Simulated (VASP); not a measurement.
Set up this calculation in VASP 6.6.1, as the native input.

- Task: single point
- Functional: PBE
- Dispersion: D3(BJ)
- Potentials or basis: VASP PAW PBE potentials, release 64 (C, H)
- Cutoff: 520 eV
- k mesh: 6 × 6 × 1
- Occupations: gaussian, width 0.1 eV
- Spin: no spin polarisation
- Dipole correction: yes
- Further INCAR settings: ALGO = Normal; EDIFF = 1e-06; NBANDS = 28; NELMDL = -8

The structure of HC4 lies in POSCAR:

```
HC4
1.0
    4.9313048818      0.0000000000      0.0000000000
   -2.4656524409      4.2706353015      0.0000000000
    0.0000000000      0.0000000000     18.0000331943
C H
8 2
Direct
    0.3333333333      0.1666666667      0.2222236565
    0.3333333333      0.6666666667      0.2222236565
    0.8333333333      0.1666666667      0.2222236565
    0.8333333333      0.6666666667      0.2222236565
    0.1666666667      0.3333333333      0.2222218124
    0.1666666667      0.8333333333      0.2222218124
    0.6666666667      0.3333333333      0.2222218124
    0.6666666667      0.8333333333      0.2222218124
    0.7060955252      0.2939044748      0.3888900159
    0.7939044748      0.2060955252      0.3888900159
```

One way to write it, as run:

INCAR

```
SYSTEM = HC4
PREC = Accurate ; ENCUT = 520
EDIFF = 1E-6 ; ISMEAR = 0
SIGMA = 0.1 ; LREAL = .FALSE.
LASPH = .TRUE. ; NELM = 120
ALGO = Normal ; ISIF = 2
LWAVE = .FALSE. ; LCHARG = .FALSE.
LDIPOL = .TRUE. ; IDIPOL = 3
DIPOL = 0.5 0.5 0.256 ; GGA = PE
IVDW = 12 ; NBANDS = 28
GGA_COMPAT = .FALSE. ; NELMDL = -8
```

KPOINTS

```
Automatic mesh
0
G
  6 6 1
  0 0 0
```

Potentials or basis: VASP PAW PBE potentials, release 64 (C, H).

Run with:

```sh
$ cat potpaw_PBE.64/C/POTCAR potpaw_PBE.64/H/POTCAR > POTCAR
$ mpirun -np 1 vasp_std > vasp.out
```

Results of the run:

| Property | Result |
| --- | --- |
| Largest force | 0.044 eV/Å |
| Band gap on the k mesh | 0.01 eV |
| Dispersion energy per atom | -0.078 eV |

Wall time 8.3 min on 1 thread of Intel Xeon 8259CL (shared host), peak memory 0.56 GiB.
